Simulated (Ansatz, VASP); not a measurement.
## One calculation of HfO2, two programs

```
CELL_PARAMETERS angstrom
0.00000 2.45939 2.49776
2.49776 0.00000 2.49776
2.49776 2.45939 0.00000
ATOMIC_POSITIONS crystal
Hf 0.04147 0.95853 0.04147
O 0.22926 0.27074 0.22926
O 0.72926 0.77074 0.72926
```

Alike in both runs: task single point; functional PBE; k mesh 8 × 8 × 8; occupations gaussian, width 0.02 eV; no spin polarisation.

|  | VASP | Ansatz |
| --- | --- | --- |
| version | VASP 6.6.1 | Ansatz 0.2.0 |
| potentials or method | VASP PAW PBE potentials, release 64 (Hf_pv, O), cutoff 520 eV | scalar-relativistic, plane waves, PAW |
| valence electrons in the cell | 22 | 38 |

```tsv
	VASP	Ansatz	Ansatz less VASP
gap on the k mesh at the Fermi level (eV)	3.83	3.85	+0.021
least direct gap on the mesh (eV)	3.94	3.97	+0.027
pressure (GPa)	30.2	34.0	+3.84
traceless stress, the component that is largest in VASP (GPa)	0.73	0.43	-0.300
rms of the force components (eV/Å)	1.449	1.470	+0.0211
```

Atom by atom the forces differ by 0.021 eV/Å (rms over components). The pressures are high and differ by over a tenth, so treat them with care. VASP's potentials hold 22 valence electrons a cell and Ansatz's 38, so a difference there can come from the potentials and not from the codes.

Spin-orbit coupling is off throughout.
